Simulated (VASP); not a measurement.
# CdS (ha.bA): single point with PBE

The system is CdS (ha.bA).

```xyz
2
Lattice="0.0000 2.9200 2.9200 2.9200 0.0000 2.9200 2.9200 2.9200 0.0000" Properties=species:S:1:pos:R:3 pbc="T T T"
Cd    0.0000    0.0000    0.0000
S     1.4600    1.4600    1.4600
```

```
Program                : VASP 6.6.1
Task                   : single point
Functional             : PBE
Potentials or basis    : VASP PAW PBE potentials, release 64 (Cd, S)
Cutoff                 : 500 eV
k mesh                 : 6 × 6 × 6
Occupations            : gaussian, width 0.1 eV
Spin                   : no spin polarisation
Dipole correction      : no
Further INCAR settings : ALGO = Normal; EDIFF = 1e-06; NBANDS = 16
```

```
Pressure               : 3.0 GPa
Band gap on the k mesh : 1.14 eV, direct
```

Levels at points of the mesh, in eV from the valence-band top:
```tsv
k point	band 5	band 6	band 7	band 8	band 9	band 10	band 11	band 12	band 13	band 14
(0.00, 0.00, 0.00)	-7.24	-7.24	0.00	0.00	0.00	1.14	6.55	6.55	6.55	11.42
(0.50, 0.00, 0.00)	-7.21	-6.87	-4.38	-0.75	-0.75	3.01	7.01	7.01	7.47	11.08
(0.50, 0.50, 0.00)	-7.16	-6.80	-3.94	-1.87	-1.87	3.56	4.35	9.22	10.76	10.76
```

It took 27 s on 1 thread of Intel Xeon 8259CL, with other jobs on the host, peak memory 0.17 GiB.

A hybrid or GW would open this gap; PBE tends to underestimate it.
